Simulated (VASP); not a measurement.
Runs of VASP 6.6.1 on ScHO2. The structure is that of space group R-3m (No. 166), or close to it. The cells are those of the table. 

```tsv
cell	gap on the mesh (eV)	pressure (GPa)	largest force (eV/Å)
a = 4.518 Å, angles 44.4°, 4 atoms	2.85	-2.5	3.89
a = 4.798 Å, angles 39.9°, 4 atoms	3.76	(c)	0.99
a = 5.028 Å, angles 36.9°, 4 atoms	3.90	-9.5	0.14
a = 4.696 Å, angles 41.5°, 4 atoms	(a)	(b)	1.80
a = 5.410 Å, angles 32.7°, 4 atoms	3.31	-10.3	0.65
```

Alike in all rows: task single point; level LDA; potentials or basis VASP PAW LDA potentials, release 64 (Sc_sv, H, O); no spin polarisation; k mesh 9 × 9 × 9; cutoff (eV) 520; smearing gaussian 0.05 eV.

**Question.** Fill in the values left out.

**Answer.** (a) 3.60; (b) -6.2; (c) -7.6.

Caveats: forces of over 1 eV/Å act on the atoms, so gaps and moduli don't describe the material at rest (at least some runs); the stress differs along the axes, from -22 to 36 GPa (at least some runs); the stress differs along the axes, from -12 to 2 GPa (at least some runs); the stress differs along the axes, from -19 to -5 GPa (at least some runs); the stress differs along the axes, from -16 to 13 GPa (at least some runs); the stress differs along the axes, from -44 to 7 GPa (at least some runs).

A k mesh can miss the band edges.
